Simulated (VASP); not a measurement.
BaTiO3: single point with PBE

The system is BaTiO3.

```xyz
5
Lattice="2.8087 1.6216 2.3022 -2.8087 1.6216 2.3022 0.0000 -3.2432 2.3022" Properties=species:S:1:pos:R:3 pbc="T T T"
Ba    0.0000    0.0000   -0.0044
Ti    0.0000    0.0000    3.3796
O     0.0000    1.6067    2.3772
O    -1.3915   -0.8034    2.3772
O     1.3915   -0.8034    2.3772
```

| Quantity | Value |
| --- | --- |
| Program | VASP 6.6.1 |
| Task | single point |
| Functional | PBE |
| Potentials or basis | VASP PAW PBE potentials, release 64 (Ba_sv, Ti_sv, O_h) |
| Cutoff | 910 eV |
| k mesh | 8 × 8 × 8 |
| Occupations | fermi-dirac, width 0.02 eV |
| Spin | no spin polarisation |
| Dipole correction | no |
| Further INCAR settings | ALGO = Normal; EDIFF = 1e-06; NBANDS = 28 |

```
Pressure               : 8.9 GPa
Largest force          : 0.034 eV/Å
Band gap on the k mesh : 2.19 eV (least direct gap 2.48 eV)
```

Forces in eV/Å, atoms in the order of the input:
```
Ba   0.000  0.000  0.034
Ti   0.000  0.000  0.023
O    0.000  0.004 -0.019
O   -0.004 -0.002 -0.019
O    0.004 -0.002 -0.019
```

Stress tensor (GPa, compression positive):
```
9.02 0.00 0.00
0.00 9.02 0.00
0.00 0.00 8.68
```

Levels at points of the mesh, in eV from the valence-band top:
| k point | band 17 | band 18 | band 19 | band 20 | band 21 | band 22 | band 23 | band 24 |
| --- | --- | --- | --- | --- | --- | --- | --- | --- |
| (0.00, 0.00, 0.00) | -1.10 | -0.40 | -0.29 | -0.29 | 2.19 | 2.19 | 2.31 | 4.40 |
| (0.50, 0.00, 0.00) | -1.78 | -1.70 | -0.88 | -0.78 | 2.37 | 3.76 | 3.83 | 4.38 |
| (0.50, 0.50, 0.00) | -1.64 | -0.87 | -0.84 | -0.09 | 3.81 | 3.82 | 4.18 | 5.10 |
| (0.50, 0.50, 0.50) | -2.35 | -0.01 | -0.01 | 0.00 | 4.37 | 4.47 | 4.47 | 6.74 |

Run time: 2 min on 1 thread of AMD EPYC 9R45 96-Core Processor (Zen 5), on a shared host, peak memory 0.4 GiB.

Caveat: the cutoff is under 1.25 times the usual one of these potentials, so pressure, stress and relaxed cells hold a basis-set (Pulay) error; the cell stands under pressure; spin-orbit coupling is left out, which moves the levels of the heavy elements. A k mesh can miss the band edges.
